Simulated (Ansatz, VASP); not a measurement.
One calculation of BAs, two programs

INCAR

```
SYSTEM = BAs
ALGO = Normal
EDIFF = 1E-6
ENCUT = 520
ISIF = 2
ISMEAR = -1
LASPH = .TRUE.
LCHARG = .TRUE.
LELF = .TRUE.
LREAL = .FALSE.
LVHAR = .TRUE.
LWAVE = .FALSE.
NBANDS = 11
NELM = 60
PREC = Accurate
SIGMA = 0.05
```

File KPOINTS:

```
k-points
0
G
  13 13 13
  0 0 0
```

The input POSCAR:

```
BAs
1.0
    0.0000000000      2.3397414207      2.3397414207
    2.3397414207      0.0000000000      2.3397414207
    2.3397414207      2.3397414207      0.0000000000
B As
1 1
Direct
    0.0000000000      0.0000000000      0.0000000000
    0.7500000000      0.7500000000      0.7500000000
```

Input for Ansatz:

```yaml
crystal:
  lattice:
    - [0.0, 2.3397414207, 2.3397414207]
    - [2.3397414207, 0.0, 2.3397414207]
    - [2.3397414207, 2.3397414207, 0.0]
  atoms:
    - { symbol: B, position: [0.0, 0.0, 0.0] }
    - { symbol: As, position: [0.75, 0.75, 0.75] }
kpoints:
  mp_grid: { grid: [13, 13, 13] }
  band_path:
    path:
      - [0.0, 0.0, 0.0]
      - [-0.5, -0.5, 0.0]
      - [-0.375, -0.375, 0.25]
      - [-0.375, 0.0, 0.375]
      - [0.0, 0.0, 0.0]
      - [0.0, 0.0, 0.5]
      - [-0.5, -0.25, 0.25]
      - [-0.5, -0.5, 0.0]
    npoints: 5
scf:
  occupations: { method: fermi_dirac, width: 0.05 }
hamiltonian:
  xc: lda
  pseudopotentials: { kind: all_electron, lapw: { basis_error: 0.0005 } }
output:
  forces: true
  stress: true
  eigenvalues: true
```

Change from the starting cell: volume scaled by 0.94.

Alike in both runs: task single point; functional LDA; k mesh 13 × 13 × 13; occupations fermi-dirac, width 0.05 eV; no spin polarisation.

```csv
,VASP,Ansatz
version,VASP 6.6.1,Ansatz 0.2.0
potentials or method,"VASP PAW LDA potentials, release 64 (B, As), cutoff 520 eV","all-electron LAPW, scalar-relativistic"
```

|  | VASP | Ansatz | Ansatz less VASP |
| --- | --- | --- | --- |
| pressure (GPa) | 6.4 | 5.3 | -1.11 |

LDA's correlation is that of Perdew and Zunger in VASP and of Perdew and Wang (1992) in Ansatz. Ansatz ran all-electron here, and VASP with PAW potentials.
